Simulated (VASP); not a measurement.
Input of a VASP 6.6.1 run:

INCAR

```
PREC = Accurate ; ENCUT = 520
EDIFF = 1E-6 ; ISMEAR = -1
SIGMA = 0.05 ; LREAL = F
LASPH = T ; NELM = 60
ALGO = Normal ; ISIF = 2
LWAVE = F ; LCHARG = T
GGA = PS ; LELF = T
LVHAR = T ; NBANDS = 12
```

The input KPOINTS:

```
regular mesh
0
Gamma
  11 11 11
```

The input POSCAR:

```
Ti
1.0
   -1.5031847720      1.5031847720      1.5031847720
    1.5031847720     -1.5031847720      1.5031847720
    1.5031847720      1.5031847720     -1.5031847720
Ti
1
Direct
    0.0000000000      0.0000000000      0.0000000000
```

Potentials or basis: VASP PAW PBE potentials, release 64 (Ti_sv).

Launch:

```bash
$ cat potpaw_PBE.64/Ti_sv/POTCAR > POTCAR
$ mpirun -np 1 vasp_std > vasp.out
```

**Question.** Predict the band gap on the k mesh.

**Answer.** Zero (band 6 reaches 11.93 eV, above the bottom of band 7 at 9.91 eV).

**Question.** Estimate the pressure.

**Answer.** 29.4 GPa.

Caveat: the PAW data sets were made with another functional, which shifts forces and pressure a little.
